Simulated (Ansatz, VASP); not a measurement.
## Sr2O in VASP and in Ansatz

Contents of INCAR:

```
SYSTEM = Sr2O
ALGO = Normal
EDIFF = 1E-6
ENCUT = 520
GGA = PE
ISIF = 2
ISMEAR = 0
LASPH = .TRUE.
LCHARG = .FALSE.
LREAL = .FALSE.
LWAVE = .FALSE.
NBANDS = 20
NELM = 60
PREC = Accurate
SIGMA = 0.1
```

Contents of KPOINTS:

```
k-points
0
G
  6 6 4
  0 0 0
```

POSCAR

```
Sr2O
1.0
    4.6836647800      0.0000000000      0.0000000000
   -2.3418323900      4.0561726800      0.0000000000
    0.0000000000      0.0000000000      4.4706777000
Sr O
2 1
Direct
    0.3333333300      0.6666666700      0.0000000000
    0.6666666700      0.3333333300      0.0000000000
    0.0000000000      0.0000000000      0.0000000000
```

Input for Ansatz:

```yaml
crystal:
  lattice:
    - [4.68366478, 0.0, 0.0]
    - [-2.34183239, 4.05617268, 0.0]
    - [0.0, 0.0, 4.4706777]
  atoms:
    - { symbol: Sr, position: [0.33333333, 0.66666667, 0.0] }
    - { symbol: Sr, position: [0.66666667, 0.33333333, 0.0] }
    - { symbol: O, position: [0.0, 0.0, 0.0] }
basis:
  ecutwfc: 420
kpoints:
  mp_grid: { grid: [6, 6, 4] }
hamiltonian:
  xc: pbe
scf:
  occupations: { method: gaussian, width: 0.1 }
  lower_state_search: "off"
output:
  forces: true
  stress: true
  eigenvalues: true
```

Alike in both runs: task single point; functional PBE; k mesh 6 × 6 × 4; occupations gaussian, width 0.1 eV; no spin polarisation.

```csv
,VASP,Ansatz
version,VASP 6.6.1,Ansatz 0.2.0
potentials or method,"VASP PAW PBE potentials, release 64 (Sr_sv, O), cutoff 520 eV","scalar-relativistic, plane waves, PAW"
valence electrons in the cell,26,26
```

VASP gave:

* gap on the k mesh at the Fermi level (eV): none
* pressure (GPa): 2.9
* traceless stress, the component that is largest in VASP (GPa): -6.83

**Question.** Which values does Ansatz return?

**Answer.** gap on the k mesh at the Fermi level (eV): none; pressure (GPa): 2.6; traceless stress, the component that is largest in VASP (GPa): -6.46.

A gap of «none» marks a metal or a gap that the smearing closes.
